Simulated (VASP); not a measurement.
A run of VASP 6.6.1 is set up as follows.

The input INCAR:

```
ALGO = Fast
EDIFF = 1E-6
ENCUT = 520
GGA = PE
ISIF = 2
ISMEAR = 0
LASPH = True
LCHARG = False
LREAL = False
LWAVE = False
NBANDS = 25
NELM = 80
PREC = Accurate
SIGMA = 0.1
```

KPOINTS

```
k-points
0
Gamma
  12 12 8
```

POSCAR

```
ScSbSe3
1.0
    5.2156714699      0.0000000000      0.0000000000
   -2.6078357350      4.5169039907      0.0000000000
    0.0000000000      0.0000000000      5.3405838656
Sc Sb Se
1 1 3
Direct
    0.0000000000      0.0000000000      0.5000000000
    0.3333333333      0.6666666667      0.5000000000
    0.6666666667      0.3333333333      0.2705017834
    0.6666666667      0.3333333333      0.7294982166
    0.0000000000      0.0000000000      0.0000000000
```

Potentials or basis: VASP PAW PBE potentials, release 64 (Sc_sv, Sb, Se).

Launch:

```console
$ cat potpaw_PBE.64/Sc_sv/POTCAR potpaw_PBE.64/Sb/POTCAR potpaw_PBE.64/Se/POTCAR > POTCAR
$ mpirun -np 1 vasp_std > vasp.out
```

Problem. Estimate the pressure.

Solution. 0.1 GPa.

Problem. Estimate the largest force.

Solution. 0.011 eV/Å.

Problem. Predict the band gap on the k mesh.

Solution. Zero (bands 17 and 18 overlap by 1.21 eV).

Forces in eV/Å, atoms in the order of the input:
```
Sc   0.000  0.000  0.000
Sb   0.000  0.000  0.000
Se   0.000  0.000 -0.011
Se   0.000  0.000  0.011
Se   0.000  0.000  0.000
```

Caveat: spin-orbit coupling is left out, which moves the levels of the heavy elements.
